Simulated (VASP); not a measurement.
Input of a VASP 6.6.1 run:

INCAR

```
PREC = Accurate ; ENCUT = 500
EDIFF = 1E-6 ; ISMEAR = -1
SIGMA = 0.03 ; LREAL = F
LASPH = T ; NELM = 120
ALGO = Normal ; ISIF = 2
LWAVE = F ; LCHARG = F
GGA = PS ; NBANDS = 19
GGA_COMPAT = F
```

KPOINTS

```
regular mesh
0
Gamma
  7 7 7
```

File POSCAR:

```
K2S
1.0
    0.0000000000      3.6955000000      3.6955000000
    3.6955000000      0.0000000000      3.6955000000
    3.6955000000      3.6955000000      0.0000000000
K S
2 1
Direct
    0.2500000000      0.2500000000      0.2500000000
    0.7500000000      0.7500000000      0.7500000000
    0.0000000000      0.0000000000      0.0000000000
```

Potentials or basis: VASP PAW PBE potentials, release 64 (K_sv, S).

Command:

```sh
$ cat potpaw_PBE.64/K_sv/POTCAR potpaw_PBE.64/S/POTCAR > POTCAR
$ mpirun -np 1 vasp_std > vasp.out
```

Task: Estimate the pressure.

Result: -0.4 GPa.

Task: What does it give for the band gap on the k mesh?

Result: 2.30 eV (least direct gap 2.50 eV).

Caveat: the PAW data sets were made with another functional, which shifts forces and pressure a little; an odd mesh through Γ misses points on the zone boundary, where band edges can lie.
